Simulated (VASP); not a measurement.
# TiC (rock salt type) in VASP: further runs

The runs below take TiC (rock salt type) through single point, with PBE, HSE06.

All numbers are computed with VASP 6.6.1; they aren't measurements. Logs are shortened: lines on timing, memory, paths and dates and some standing lists are left out, and cuts for length are marked.

## Step 1: The cell of the first run

It takes space group Fm-3m (No. 225, cubic). Conventional cell: a = 4.330 Å, b = 4.330 Å, c = 4.330 Å, α = 90.00°, β = 90.00°, γ = 90.00°. Within 2.9 Å of Ti (site symmetry m-3m) lie 6 C at 2.17 Å. C (site symmetry m-3m) has 6 Ti at 2.17 Å within 2.9 Å.

## Step 2: Single point, PBE

Input file INCAR:

```
SYSTEM = TiC
ALGO = Normal
EDIFF = 1E-6
ENCUT = 600
GGA = PE
GGA_COMPAT = .FALSE.
ISIF = 2
ISMEAR = -1
LASPH = .TRUE.
LCHARG = .FALSE.
LREAL = .FALSE.
LWAVE = .FALSE.
NBANDS = 15
NELM = 120
PREC = Accurate
SIGMA = 0.1
```

Input file KPOINTS:

```
k-points
0
G
  8 8 8
  0 0 0
```

Input file POSCAR:

```
TiC
1.0
    0.0000000000      2.1650000000      2.1650000000
    2.1650000000      0.0000000000      2.1650000000
    2.1650000000      2.1650000000      0.0000000000
Ti C
1 1
Direct
    0.0000000000      0.0000000000      0.0000000000
    0.5000000000      0.5000000000      0.5000000000
```

Potentials or basis: VASP PAW PBE potentials, release 64 (Ti_sv, C).

Started as:

```sh
$ cat potpaw_PBE.64/Ti_sv/POTCAR potpaw_PBE.64/C/POTCAR > POTCAR
$ mpirun -np 1 vasp_std > vasp.out
```

OUTCAR:

```text
SYSTEM = TiC
   EDIFF = 1E-6
   ENCUT = 600
   GGA = PE
   ISIF = 2
   ISMEAR = -1
   LASPH = .TRUE.
   LREAL = .FALSE.
   NELM = 120
   PREC = Accurate

 ion  position               nearest neighbor table
   1  0.000  0.000  0.000-   2 2.17   2 2.17   2 2.17   2 2.17   2 2.17   2 2.17
   2  0.500  0.500  0.500-   1 2.17   1 2.17   1 2.17   1 2.17   1 2.17   1 2.17

  LATTYP: Found a face centered cubic cell.
 ALAT       =     4.3300000000

  Lattice vectors:

 A1 = (   0.0000000000,   2.1650000000,   2.1650000000)
 A2 = (   2.1650000000,   0.0000000000,   2.1650000000)
 A3 = (   2.1650000000,   2.1650000000,   0.0000000000)

Analysis of symmetry for initial positions (statically):
=====================================================================
 Subroutine PRICEL returns:
 Original cell was already a primitive cell.

 Routine SETGRP: Setting up the symmetry group for a
 face centered cubic supercell.

 Subroutine GETGRP returns: Found 48 space group operations
 (whereof 48 operations were pure point group operations)
 out of a pool of 48 trial point group operations.

The static configuration has the point symmetry O_h .

Analysis of symmetry for dynamics (positions and initial velocities):
=====================================================================
 Subroutine PRICEL returns:
 Original cell was already a primitive cell.

 Routine SETGRP: Setting up the symmetry group for a
 face centered cubic supercell.

 Subroutine GETGRP returns: Found 48 space group operations
 (whereof 48 operations were pure point group operations)
 out of a pool of 48 trial point group operations.

The dynamic configuration has the point symmetry O_h .

 Subroutine INISYM returns: Found 48 space group operations
 (whereof 48 operations are pure point group operations),
 and found     1 'primitive' translations

----------------------------------------------------------------------------------------

                                     Primitive cell

  volume of cell :      20.2957

  direct lattice vectors                    reciprocal lattice vectors
     0.000000000  2.165000000  2.165000000    -0.230946882  0.230946882  0.230946882
     2.165000000  0.000000000  2.165000000     0.230946882 -0.230946882  0.230946882
     2.165000000  2.165000000  0.000000000     0.230946882  0.230946882 -0.230946882

  length of vectors
     3.061772363  3.061772363  3.061772363     0.400011734  0.400011734  0.400011734

  position of ions in fractional coordinates (direct lattice)
     0.000000000  0.000000000  0.000000000
     0.500000000  0.500000000  0.500000000

  ion indices of the primitive-cell ions
   primitive index   ion index
                 1           1
                 2           2

----------------------------------------------------------------------------------------

 KPOINTS: k-points

Automatic generation of k-mesh.
 Grid dimensions read from file:
 generate k-points for:    8    8    8

 Generating k-lattice:

  Cartesian coordinates                     Fractional coordinates (reciprocal lattice)
    -0.028868360  0.028868360  0.028868360     0.125000000  0.000000000  0.000000000
     0.028868360 -0.028868360  0.028868360     0.000000000  0.125000000  0.000000000
     0.028868360  0.028868360 -0.028868360     0.000000000  0.000000000  0.125000000

  Length of vectors
     0.050001467  0.050001467  0.050001467

  Shift w.r.t. Gamma in fractional coordinates (k-lattice)
     0.000000000  0.000000000  0.000000000

 Subroutine IBZKPT returns following result:
 ===========================================

 Found     29 irreducible k-points:

 Following reciprocal coordinates:
            Coordinates               Weight
  0.000000  0.000000  0.000000      1.000000
  0.125000  0.000000  0.000000      8.000000
  0.250000  0.000000  0.000000      8.000000
  0.375000  0.000000  0.000000      8.000000
  0.500000  0.000000  0.000000      4.000000
  0.125000  0.125000  0.000000      6.000000
[... 16 lines left out ...]
  0.500000  0.250000  0.125000     48.000000
 -0.375000  0.250000  0.125000     24.000000
 [... further k-points ...]
   k-points           NKPTS =     29   k-points in BZ     NKDIM =     29   number of bands    NBANDS=     15
   number of dos      NEDOS =    301   number of ions     NIONS =      2
   total plane-waves  NPLWV =  13824
   dimension x,y,z NGX =    24 NGY =   24 NGZ =   24
   dimension x,y,z NGXF=    48 NGYF=   48 NGZF=   48
   ions per type =               1   1
   NGX,Y,Z   is equivalent  to a cutoff of  13.03, 13.03, 13.03 a.u.
   NGXF,Y,Z  is equivalent  to a cutoff of  26.06, 26.06, 26.06 a.u.
 SYSTEM =  TiC
   PREC   = accura    normal or accurate (medium, high low for compatibility)
   ISTART =      0    job   : 0-new  1-cont  2-samecut
   ICHARG =      2    charge: 1-file 2-atom 10-const
   ISPIN  =      1    spin polarized calculation?
   LNONCOLLINEAR =      F non collinear calculations
   LSORBIT =      F    spin-orbit coupling
   LASPH  =      T    aspherical Exc in radial PAW
   ENCUT  =  600.0 eV  44.10 Ry    6.64 a.u.   6.12  6.12  6.12*2*pi/ulx,y,z
   NELM   =    120;   NELMIN=  2; NELMDL= -5     # of ELM steps
   EDIFF  = 0.1E-05   stopping-criterion for ELM
   LREAL  =      F    real-space projection
   EDIFFG = 0.1E-04   stopping-criterion for IOM
   NSW    =      0    number of steps for IOM
   IBRION =     -1    ionic relax: 0-MD 1-quasi-New 2-CG
   NFREE  =      0    steps in history (QN), initial steepest desc. (CG)
   ISIF   =      2    stress and relaxation
   ISYM   =      2    0-nonsym 1-usesym 2-fastsym
   POTIM  = 0.5000    time-step for ionic-motion
   TEBEG  =    0.0;   TEEND  =   0.0 temperature during run
   PSTRESS=    0.0 pullay stress
   NELECT =      16.0000    total number of electrons
   NUPDOWN=      -1.0000    fix difference up-down
   EMIN   =  10.00;   EMAX   =-10.00  energy-range for DOS
   EFERMI =   0.00;   METHOD = LEGACY
   ISMEAR =    -1;   SIGMA  =   0.10  broadening in eV -4-tet -1-fermi 0-gaus
   EFERMI_NEDOS =   21; number of points for ismear=-14 and -15
   IALGO  =     38    algorithm
   IMIX   =      4    mixing-type and parameters
     AMIX     =   0.40;   BMIX     =  1.00
     AMIX_MAG =   1.60;   BMIX_MAG =  1.00
  volume/ion in A,a.u.               =      10.15        68.48
  Fermi-wavevector in a.u.,A,eV,Ry     =   1.512331  2.857892 31.118508  2.287146
  Thomas-Fermi vector in A             =   2.622270
   LORBIT       =      0    0 simple, 1 ext, 2 COOP (PROOUT), +10 PAW based schemes
   GGA     = PE    functional components
   LHFCALC =     F    Hartree Fock is set to
   AEXX    =    0.0000 exact exchange contribution
   IVDW    =     0    specifies the selected vdW correction
   LEPSILON=     F    determine dielectric tensor
   LRPA    =     F    only Hartree local field effects (RPA)
 non-spin polarized calculation
  energy-cutoff  :      600.00
  volume of cell :       20.30
 maximum number of plane-waves:       700
   NGX = 13   NGY = 13   NGZ = 13

 number of electron      16.0000000 magnetization

 Free energy of the ion-electron system (eV)
  ---------------------------------------------------
  ext. energy  EPLUGINS =         0.00000000
  ---------------------------------------------------
  free energy    TOTEN  =       -18.71264866 eV

  energy without entropy =      -18.70248009  energy(sigma->0) =      -18.70756437

 E-fermi :   9.3910     XC(G=0): -12.7025

 val. band max:        9.3906892350   @ k =   0.5000   0.5000   0.0000
 cond. band min:       9.4210403201   @ k =   0.1250   0.1250   0.0000
 fundamental gap:      0.0303510851
 Fermi energy:         9.3909889431

 k-point     1 :       0.0000    0.0000    0.0000
  band No.  band energies     occupation
      1     -47.1620      2.00000
      2     -23.1862      2.00000
      3     -23.1862      2.00000
      4     -23.1862      2.00000
      5      -2.9757      2.00000
      6      10.1180      0.00139
      7      10.1180      0.00139
      8      10.1180      0.00139
      9      11.1044      0.00000
     10      11.1044      0.00000
     11      11.1044      0.00000
     12      11.1389      0.00000
     13      11.1389      0.00000
     14      19.9225      0.00000
     15      23.4601      0.00000

 k-point     2 :       0.1250    0.0000    0.0000
  band No.  band energies     occupation
      1     -47.1514      2.00000
      2     -23.2615      2.00000
      3     -23.1933      2.00000
      4     -23.1933      2.00000
      5      -2.6273      2.00000
      6       8.7958      1.99481
      7       9.1404      1.84914
      8       9.1404      1.84914
      9      10.5337      0.00002
     10      10.5337      0.00002
     11      11.6726      0.00000
     12      13.1912      0.00000
     13      13.1912      0.00000
     14      20.4725      0.00000
     15      23.5181      0.00000

 k-point     3 :       0.2500    0.0000    0.0000
  band No.  band energies     occupation
      1     -47.1256      2.00000
      2     -23.4397      2.00000
      3     -23.2103      2.00000
      4     -23.2103      2.00000
      5      -1.6667      2.00000
      6       6.6906      2.00000
      7       7.7298      2.00000
      8       7.7298      2.00000
      9      11.1897      0.00000
     10      11.1897      0.00000
     11      12.2546      0.00000
     12      15.2662      0.00000
     13      15.2662      0.00000
     14      20.5135      0.00000
     15      23.8163      0.00000
[... 343 lines left out ...]
 k-point    23 :       0.5000    0.2500    0.1250
  band No.  band energies     occupation
      1     -47.0855      2.00000
      2     -23.5674      2.00000
      3     -23.3503      2.00000
      4     -23.2621      2.00000
      5      -0.2390      2.00000
      6       4.9799      2.00000
      7       6.6971      2.00000
      8       7.1474      2.00000
      9      11.2980      0.00000
     10      12.5189      0.00000
     11      13.2649      0.00000
     12      14.7416      0.00000
     13      16.7797      0.00000
     14      20.9981      0.00000
     15      23.5022      0.00000

 k-point    24 :      -0.3750    0.2500    0.1250
  band No.  band energies     occupation
      1     -47.0768      2.00000
      2     -23.6077      2.00000
      3     -23.3629      2.00000
      4     -23.2770      2.00000
      5       0.1967      2.00000
      6       4.5726      2.00000
      7       6.4295      2.00000
      8       6.9256      2.00000
      9      12.0345      0.00000
     10      12.1910      0.00000
     11      13.2186      0.00000
     12      15.8213      0.00000
     13      16.2367      0.00000
     14      20.4159      0.00000
     15      23.6443      0.00000

 [... further k-points ...]
[... 5 lines left out ...]
  --------------------------------------------------------------------------------------
  -------------------------------------------------------------------------------------
  Total        0.0776817      0.0776817      0.0776817      0.0000000      0.0000000      0.0000000
  in kB        6.1323306      6.1323306      6.1323306      0.0000000      0.0000000      0.0000000
  external PRESSURE =       6.1323306 kB  Pullay stress =       0.0000000 kB

 VOLUME and BASIS-vectors are now :
 -----------------------------------------------------------------------------
  energy-cutoff  :      600.00
  volume of cell :       20.30
      direct lattice vectors                 reciprocal lattice vectors
     0.000000000  2.165000000  2.165000000    -0.230946882  0.230946882  0.230946882
     2.165000000  0.000000000  2.165000000     0.230946882 -0.230946882  0.230946882
     2.165000000  2.165000000  0.000000000     0.230946882  0.230946882 -0.230946882

 POSITION                                       TOTAL-FORCE (eV/Angst)
 -----------------------------------------------------------------------------------
      0.00000      0.00000      0.00000         0.000000      0.000000      0.000000
      2.16500      2.16500      2.16500        -0.000000     -0.000000     -0.000000
 -----------------------------------------------------------------------------------
    total drift:                                0.000000     -0.000000     -0.000000

  FREE ENERGIE OF THE ION-ELECTRON SYSTEM (eV)
  ---------------------------------------------------
  free  energy   TOTEN  =       -18.7126486560 eV

  energy  without entropy=      -18.7024800927  energy(sigma->0) =      -18.70756437
```

Wall time 21 s (1 thread of Intel Xeon Platinum 8259CL at 2.50GHz (Skylake/Cascade Lake), shared host); peak memory 0.14 GiB.

Results:

- Free energy: -18.7126 eV
- Pressure: 0.6 GPa
- Band gap on the k mesh: zero (band 8 reaches 10.12 eV, above the bottom of band 9 at 9.02 eV)

## Step 3: Single point, PBE

Input file INCAR:

```
ALGO     = Normal         # electronic algorithm
EDIFF    = 1E-6           # SCF threshold, eV
ENCUT    = 600            # plane-wave cutoff, eV
GGA      = PE             # functional
GGA_COMPAT= False        
ISIF     = 2              # what is computed and relaxed
ISMEAR   = -1             # smearing method
LASPH    = True           # aspherical terms in the spheres
LCHARG   = False          # write CHGCAR
LREAL    = False          # projectors in reciprocal space
LWAVE    = False          # write WAVECAR
NBANDS   = 15             # bands
NELM     = 120            # most SCF steps
PREC     = Accurate       # precision mode
SIGMA    = 0.1            # smearing width, eV
```

Input file KPOINTS:

```
k-points
0
Gamma
  8 8 8
```

Changes to POSCAR since step 2:

```diff
@@ -8,3 +8,3 @@
 Direct
-    0.0000000000      0.0000000000      0.0000000000
+   -0.0046189376      0.0046189376      0.0046189376
     0.5000000000      0.5000000000      0.5000000000
```

Potentials or basis: VASP PAW PBE potentials, release 64 (Ti_sv, C).

Started as:

```sh
$ cat potpaw_PBE.64/Ti_sv/POTCAR potpaw_PBE.64/C/POTCAR > POTCAR
$ mpirun -np 1 vasp_std > vasp.out
```

OUTCAR:

```text
EDIFF = 1E-6
   ENCUT = 600
   GGA = PE
   ISIF = 2
   ISMEAR = -1
   LASPH = True
   LREAL = False
   NELM = 120
   PREC = Accurate

 ion  position               nearest neighbor table
   1  0.995  0.005  0.005-   2 2.15   2 2.17   2 2.17   2 2.17   2 2.17   2 2.18
   2  0.500  0.500  0.500-   1 2.15   1 2.17   1 2.17   1 2.17   1 2.17   1 2.18

  LATTYP: Found a face centered cubic cell.
 ALAT       =     4.3300000000

  Lattice vectors:

 A1 = (   0.0000000000,   2.1650000000,   2.1650000000)
 A2 = (   2.1650000000,   0.0000000000,   2.1650000000)
 A3 = (   2.1650000000,   2.1650000000,   0.0000000000)

Analysis of symmetry for initial positions (statically):
=====================================================================
 Subroutine PRICEL returns:
 Original cell was already a primitive cell.

 Routine SETGRP: Setting up the symmetry group for a
 face centered cubic supercell.

 Subroutine GETGRP returns: Found  8 space group operations
 (whereof  8 operations were pure point group operations)
 out of a pool of 48 trial point group operations.

The static configuration has the point symmetry C_4v.

Analysis of symmetry for dynamics (positions and initial velocities):
[... 165 lines left out ...]
 k-point     1 :       0.0000    0.0000    0.0000
  band No.  band energies     occupation
      1     -47.1617      2.00000
      2     -23.1859      2.00000
      3     -23.1859      2.00000
      4     -23.1858      2.00000
      5      -2.9755      2.00000
      6      10.1029      0.00161
      7      10.1029      0.00161
      8      10.1181      0.00139
      9      10.9463      0.00000
     10      11.1204      0.00000
     11      11.1204      0.00000
     12      11.1391      0.00000
     13      11.3001      0.00000
     14      19.9205      0.00000
[... 401 lines left out ...]
      2     -23.5849      2.00000
      3     -23.3654      2.00000
      4     -23.2945      2.00000
      5      -0.1705      2.00000
      6       5.1132      2.00000
      7       6.5459      2.00000
      8       7.5568      2.00000
      9      10.8945      0.00000
     10      12.5872      0.00000
     11      13.2414      0.00000
     12      15.0215      0.00000
     13      15.9663      0.00000
     14      21.3900      0.00000
     15      23.6785      0.00000

 [... further k-points ...]
[... 5 lines left out ...]
  --------------------------------------------------------------------------------------
  -------------------------------------------------------------------------------------
  Total        0.0927525      0.0791455      0.0791455     -0.0000000      0.0000000      0.0000000
  in kB        7.3220449      6.2478835      6.2478835     -0.0000000      0.0000000      0.0000000
  external PRESSURE =       6.6059373 kB  Pullay stress =       0.0000000 kB

 VOLUME and BASIS-vectors are now :
 -----------------------------------------------------------------------------
  energy-cutoff  :      600.00
  volume of cell :       20.30
      direct lattice vectors                 reciprocal lattice vectors
     0.000000000  2.165000000  2.165000000    -0.230946882  0.230946882  0.230946882
     2.165000000  0.000000000  2.165000000     0.230946882 -0.230946882  0.230946882
     2.165000000  2.165000000  0.000000000     0.230946882  0.230946882 -0.230946882

 POSITION                                       TOTAL-FORCE (eV/Angst)
 -----------------------------------------------------------------------------------
      0.02000      2.16500      2.16500        -0.191717      0.000000      0.000000
      2.16500      2.16500      2.16500         0.191717      0.000000      0.000000
 -----------------------------------------------------------------------------------
    total drift:                                0.000080     -0.000000     -0.000000

  FREE ENERGIE OF THE ION-ELECTRON SYSTEM (eV)
  ---------------------------------------------------
  free  energy   TOTEN  =       -18.7107262408 eV

  energy  without entropy=      -18.7004553006  energy(sigma->0) =      -18.70559077
```

OSZICAR:

```text
N       E                     dE             d eps       ncg     rms          rms(c)
DAV:   1     0.127035831589E+03    0.12704E+03   -0.86427E+03  1770   0.142E+03
DAV:   2    -0.158117619888E+02   -0.14285E+03   -0.13351E+03  1945   0.354E+02
DAV:   3    -0.240257466625E+02   -0.82140E+01   -0.80662E+01  2326   0.812E+01
DAV:   4    -0.243114317762E+02   -0.28569E+00   -0.28541E+00  2227   0.133E+01
DAV:   5    -0.243174556274E+02   -0.60239E-02   -0.60237E-02  2252   0.175E+00    0.183E+01
DAV:   6    -0.193400191809E+02    0.49774E+01   -0.11830E+01  2541   0.564E+01    0.695E+00
DAV:   7    -0.187474739622E+02    0.59255E+00   -0.21477E+00  2107   0.207E+01    0.490E+00
DAV:   8    -0.187226762956E+02    0.24798E-01   -0.10676E-01  1938   0.350E+00    0.339E+00
DAV:   9    -0.187141343447E+02    0.85420E-02   -0.95715E-02  2373   0.429E+00    0.741E-01
DAV:  10    -0.187129988665E+02    0.11355E-02   -0.11431E-02  2287   0.134E+00    0.653E-01
DAV:  11    -0.187108877003E+02    0.21112E-02   -0.29853E-03  2036   0.795E-01    0.183E-01
DAV:  12    -0.187107395176E+02    0.14818E-03   -0.32326E-04  2511   0.247E-01    0.417E-02
DAV:  13    -0.187107259915E+02    0.13526E-04   -0.45570E-05  2043   0.699E-02    0.532E-03
DAV:  14    -0.187107262408E+02   -0.24931E-06   -0.12515E-06  1766   0.104E-02
   1 F= -.18710726E+02 E0= -.18705591E+02  d E =-.102709E-01
```

It took 40 s on 1 thread of Intel Xeon Platinum 8259CL at 2.50GHz (Skylake/Cascade Lake), shared host; peak memory 0.15 GiB.

What came out:

```yaml
Free_energy: -18.7107 eV
Pressure: 0.7 GPa
Largest_force: 0.192 eV/Å
Band_gap_on_the_k_mesh: zero (band 8 reaches 10.12 eV, above the bottom of band 9 at 9.02 eV)
```

Forces on the atoms (eV/Å):
```
Ti  -0.192  0.000  0.000
C    0.192  0.000  0.000
```

[end of part 1 of 2]
